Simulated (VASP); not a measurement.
# Mo (Im-3m) in VASP: a series of runs

The runs below take Mo through single point, with LDA, PBEsol.

All numbers are computed with VASP 6.6.1; they aren't measurements. Logs are shortened: lines on timing, memory, paths and dates and some standing lists are left out, and cuts for length are marked.

## Step 1: The cell of the first run

Symmetry: Im-3m, No. 229, cubic system. The conventional cell has a = 3.111 Å, b = 3.111 Å, c = 3.111 Å, α = 90.00°, β = 90.00°, γ = 90.00°. Mo (site symmetry m-3m) has 14 Mo at 2.69 to 3.11 Å within 3.6 Å.

## Step 2: Single point, LDA

File INCAR:

```
SYSTEM = Mo
PREC = Accurate
ENCUT = 520
EDIFF = 1E-7
ISMEAR = -1
SIGMA = 0.05
LREAL = .FALSE.
LASPH = .TRUE.
NELM = 80
ALGO = Normal
ISIF = 2
LWAVE = .FALSE.
LCHARG = .FALSE.
NBANDS = 13
```

File KPOINTS:

```
Automatic mesh
0
G
  12 12 12
  0 0 0
```

File POSCAR:

```
Mo
1.0
   -1.5556459802      1.5556459802      1.5556459802
    1.5556459802     -1.5556459802      1.5556459802
    1.5556459802      1.5556459802     -1.5556459802
Mo
1
Direct
    0.0000000000      0.0000000000      0.0000000000
```

Potentials or basis: VASP PAW LDA potentials, release 64 (Mo_sv).

Launch:

```sh
> cat potpaw_LDA.64/Mo_sv/POTCAR > POTCAR
> mpirun -np 1 vasp_std > vasp.out
```

OUTCAR:

```text
SYSTEM = Mo
   PREC = Accurate
   ENCUT = 520
   EDIFF = 1E-7
   ISMEAR = -1
   LREAL = .FALSE.
   LASPH = .TRUE.
   NELM = 80
   ISIF = 2

 ion  position               nearest neighbor table
   1  0.000  0.000  0.000-

  LATTYP: Found a body centered cubic cell.
 ALAT       =     3.1112919604

  Lattice vectors:

 A1 = (  -1.5556459802,   1.5556459802,   1.5556459802)
 A2 = (   1.5556459802,  -1.5556459802,   1.5556459802)
 A3 = (   1.5556459802,   1.5556459802,  -1.5556459802)

Analysis of symmetry for initial positions (statically):
=====================================================================
 Subroutine PRICEL returns:
 Original cell was already a primitive cell.

 Routine SETGRP: Setting up the symmetry group for a
 body centered cubic supercell.

 Subroutine GETGRP returns: Found 48 space group operations
 (whereof 48 operations were pure point group operations)
 out of a pool of 48 trial point group operations.

The static configuration has the point symmetry O_h .

Analysis of symmetry for dynamics (positions and initial velocities):
=====================================================================
 Subroutine PRICEL returns:
 Original cell was already a primitive cell.

 Routine SETGRP: Setting up the symmetry group for a
 body centered cubic supercell.

 Subroutine GETGRP returns: Found 48 space group operations
 (whereof 48 operations were pure point group operations)
 out of a pool of 48 trial point group operations.

The dynamic configuration has the point symmetry O_h .

 Subroutine INISYM returns: Found 48 space group operations
 (whereof 48 operations are pure point group operations),
 and found     1 'primitive' translations

----------------------------------------------------------------------------------------

                                     Primitive cell

  volume of cell :      15.0589

  direct lattice vectors                    reciprocal lattice vectors
    -1.555645980  1.555645980  1.555645980     0.000000000  0.321409888  0.321409888
     1.555645980 -1.555645980  1.555645980     0.321409888  0.000000000  0.321409888
     1.555645980  1.555645980 -1.555645980     0.321409888  0.321409888  0.000000000

  length of vectors
     2.694457876  2.694457876  2.694457876     0.454542222  0.454542222  0.454542222

  position of ions in fractional coordinates (direct lattice)
     0.000000000  0.000000000  0.000000000

  ion indices of the primitive-cell ions
   primitive index   ion index
[... 73 lines left out ...]
   EDIFF  = 0.1E-06   stopping-criterion for ELM
   LREAL  =      F    real-space projection
   EDIFFG = 0.1E-05   stopping-criterion for IOM
   NSW    =      0    number of steps for IOM
   IBRION =     -1    ionic relax: 0-MD 1-quasi-New 2-CG
   NFREE  =      0    steps in history (QN), initial steepest desc. (CG)
   ISIF   =      2    stress and relaxation
   ISYM   =      2    0-nonsym 1-usesym 2-fastsym
   POTIM  = 0.5000    time-step for ionic-motion
   TEBEG  =    0.0;   TEEND  =   0.0 temperature during run
   PSTRESS=    0.0 pullay stress
   NELECT =      14.0000    total number of electrons
   NUPDOWN=      -1.0000    fix difference up-down
   EMIN   =  10.00;   EMAX   =-10.00  energy-range for DOS
   EFERMI =   0.00;   METHOD = LEGACY
   ISMEAR =    -1;   SIGMA  =   0.05  broadening in eV -4-tet -1-fermi 0-gaus
   EFERMI_NEDOS =   21; number of points for ismear=-14 and -15
   IALGO  =     38    algorithm
   IMIX   =      4    mixing-type and parameters
     AMIX     =   0.40;   BMIX     =  1.00
     AMIX_MAG =   1.60;   BMIX_MAG =  1.00
  volume/ion in A,a.u.               =      15.06       101.62
  Fermi-wavevector in a.u.,A,eV,Ry     =   1.597791  3.019388 34.734821  2.552937
  Thomas-Fermi vector in A             =   2.695342
   LORBIT       =      0    0 simple, 1 ext, 2 COOP (PROOUT), +10 PAW based schemes
   GGA     = CA    functional components
   LHFCALC =     F    Hartree Fock is set to
   AEXX    =    0.0000 exact exchange contribution
   IVDW    =     0    specifies the selected vdW correction
   LEPSILON=     F    determine dielectric tensor
   LRPA    =     F    only Hartree local field effects (RPA)
 non-spin polarized calculation
  energy-cutoff  :      520.00
  volume of cell :       15.06
 maximum number of plane-waves:       420
   NGX =  9   NGY =  9   NGZ =  9

 number of electron      13.9999996 magnetization

 Free energy of the ion-electron system (eV)
  ---------------------------------------------------
  ext. energy  EPLUGINS =         0.00000000
  ---------------------------------------------------
  free energy    TOTEN  =       -12.14670420 eV

  energy without entropy =      -12.14464845  energy(sigma->0) =      -12.14567632

 E-fermi :  13.0213     XC(G=0): -13.8136

 val. band max:       12.9108794081   @ k =  -0.1667   0.2500   0.0833
 cond. band min:      13.0791640308   @ k =  -0.3333   0.3333   0.2500
 fundamental gap:      0.1682846227
 Fermi energy:        13.0212845365

 k-point     1 :       0.0000    0.0000    0.0000
  band No.  band energies     occupation
      1     -47.8692      2.00000
      2     -21.2166      2.00000
      3     -21.2166      2.00000
      4     -21.2166      2.00000
      5       5.7353      2.00000
      6      11.6300      2.00000
      7      11.6300      2.00000
      8      11.6300      2.00000
      9      14.7709      0.00000
     10      14.7709      0.00000
     11      27.9577      0.00000
     12      27.9577      0.00000
     13      27.9577      0.00000
[... 354 lines left out ...]
  band No.  band energies     occupation
      1     -47.5475      2.00000
      2     -22.7109      2.00000
      3     -21.8009      2.00000
      4     -21.3398      2.00000
      5       8.1274      2.00000
      6       9.4906      2.00000
      7      13.5343      0.00007
      8      15.0024      0.00000
      9      15.5165      0.00000
     10      19.8110      0.00000
     11      24.6349      0.00000
     12      25.7364      0.00000
     13      29.5867      0.00000

 [... further k-points ...]
[... 5 lines left out ...]
  --------------------------------------------------------------------------------------
  -------------------------------------------------------------------------------------
  Total        0.1155183      0.1155183      0.1155183      0.0000000      0.0000000      0.0000000
  in kB       12.2904865     12.2904865     12.2904865      0.0000000      0.0000000      0.0000000
  external PRESSURE =      12.2904865 kB  Pullay stress =       0.0000000 kB

 VOLUME and BASIS-vectors are now :
 -----------------------------------------------------------------------------
  energy-cutoff  :      520.00
  volume of cell :       15.06
      direct lattice vectors                 reciprocal lattice vectors
    -1.555645980  1.555645980  1.555645980     0.000000000  0.321409888  0.321409888
     1.555645980 -1.555645980  1.555645980     0.321409888  0.000000000  0.321409888
     1.555645980  1.555645980 -1.555645980     0.321409888  0.321409888  0.000000000

 POSITION                                       TOTAL-FORCE (eV/Angst)
 -----------------------------------------------------------------------------------
      0.00000      0.00000      0.00000         0.000000      0.000000      0.000000
 -----------------------------------------------------------------------------------
    total drift:                                0.000000     -0.000000      0.000000

  FREE ENERGIE OF THE ION-ELECTRON SYSTEM (eV)
  ---------------------------------------------------
  free  energy   TOTEN  =       -12.1467041952 eV

  energy  without entropy=      -12.1446484497  energy(sigma->0) =      -12.14567632
```

OSZICAR:

```text
N       E                     dE             d eps       ncg     rms          rms(c)
DAV:   1     0.964142168055E+02    0.96414E+02   -0.79795E+03  1880   0.111E+03
DAV:   2    -0.115692085658E+02   -0.10798E+03   -0.10395E+03  2097   0.321E+02
DAV:   3    -0.128495342284E+02   -0.12803E+01   -0.12767E+01  2057   0.355E+01
DAV:   4    -0.128525453526E+02   -0.30111E-02   -0.30111E-02  2117   0.206E+00
DAV:   5    -0.128525652323E+02   -0.19880E-04   -0.19879E-04  2102   0.152E-01    0.169E+01
DAV:   6    -0.122495345694E+02    0.60303E+00   -0.69723E-01  1932   0.107E+01    0.454E+00
DAV:   7    -0.121537261179E+02    0.95808E-01   -0.14114E-01  2067   0.445E+00    0.945E-01
DAV:   8    -0.121467467215E+02    0.69794E-02   -0.47809E-03  1927   0.877E-01    0.219E-01
DAV:   9    -0.121466929808E+02    0.53741E-04   -0.13737E-04  2198   0.144E-01    0.802E-02
DAV:  10    -0.121467041630E+02   -0.11182E-04   -0.82291E-06  1952   0.341E-02    0.123E-03
DAV:  11    -0.121467041952E+02   -0.32165E-07   -0.55676E-08  1475   0.273E-03
   1 F= -.12146704E+02 E0= -.12145676E+02  d E =-.205575E-02
```

stdout:

```text
POSCAR found type information on POSCAR Mo
 POSCAR found :  1 types and       1 ions
 scaLAPACK will be used
 LDA part: xc-table for (Slater(with rela. corr.)+CA(PZ))
 , standard interpolation
 POSCAR, INCAR and KPOINTS ok, starting setup
 FFT: planning ... GRIDC
 FFT: planning ... GRID_SOFT
 FFT: planning ... GRID
 WAVECAR not read
 entering main loop
```

It took 9.5 s on 1 thread of AMD EPYC 7R43 (Zen 3), shared host; peak memory 0.09 GiB.

Results:

```
Free energy            : -12.1467 eV
Pressure               : 1.2 GPa
Band gap on the k mesh : zero (band 7 reaches 17.30 eV, above the bottom of band 8 at 11.63 eV)
```

[end of part 1 of 2]
